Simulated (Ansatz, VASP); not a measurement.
WC4 in VASP and in Ansatz

File INCAR:

```
PREC = Accurate ; ENCUT = 600
EDIFF = 1E-7 ; ISMEAR = 0
SIGMA = 0.1 ; LREAL = F
LASPH = T ; NELM = 60
ALGO = Normal ; ISIF = 3
LWAVE = F ; LCHARG = F
GGA = PE ; IBRION = 2
NSW = 90 ; EDIFFG = -0.04
```

KPOINTS

```
Automatic mesh
0
Gamma
  6 6 4
```

The input POSCAR:

```
WC4
1.0
    2.9914243665      0.0000000000      0.0000000000
   -1.4957121833      2.5906494949      0.0000000000
    0.0000000000      0.0000000000      6.6143889310
W C
1 4
Direct
    0.3333333333      0.6666666667      0.5000000000
    0.0000000000      0.0000000000      0.0965989311
    0.0000000000      0.0000000000      0.9034010689
    0.0000000000      0.0000000000      0.2956388115
    0.0000000000      0.0000000000      0.7043611885
```

Input for Ansatz:

```yaml
crystal:
  lattice:
    - [2.9914243665, 0.0, 0.0]
    - [-1.4957121833, 2.5906494949, 0.0]
    - [0.0, 0.0, 6.614388931]
  atoms:
    - { symbol: W, position: [0.3333333333, 0.6666666667, 0.5] }
    - { symbol: C, position: [0.0, 0.0, 0.0965989311] }
    - { symbol: C, position: [0.0, 0.0, 0.9034010689] }
    - { symbol: C, position: [0.0, 0.0, 0.2956388115] }
    - { symbol: C, position: [0.0, 0.0, 0.7043611885] }
basis:
  ecutwfc: 420
kpoints:
  mp_grid: { grid: [6, 6, 4] }
hamiltonian:
  xc: pbe
scf:
  occupations: { method: gaussian, width: 0.1 }
  lower_state_search: "off"
output:
  forces: true
  stress: true
  eigenvalues: true
relax:
  adjacent_minimum: "off"
  f_tol: 0.04
  max_steps: 70
  cell: { stress_tol: 0.4 }
```

Alike in both runs: task relaxation of cell and atoms; functional PBE; k mesh 6 × 6 × 4; occupations gaussian, width 0.1 eV; no spin polarisation.

```csv
,VASP,Ansatz
version,VASP 6.6.1,Ansatz 0.2.0
potentials or method,"VASP PAW PBE potentials, release 64 (W_sv, C), cutoff 600 eV","scalar-relativistic, plane waves, PAW"
valence electrons in the cell,30,30
```

```csv
,VASP,Ansatz,Ansatz less VASP
"gap on the k mesh at the Fermi level, each at its own relaxed structure (eV)",none,none,-
relaxed volume (Å³/atom),10.23,10.22,-0.011
relaxed cell length with the largest relative difference (Å),2.979,2.978,-0.0013
```

A gap of «none» marks a metal or a gap that the smearing closes.

The k mesh is coarse, so the values compare programs but aren't converged. Spin-orbit coupling is off throughout.
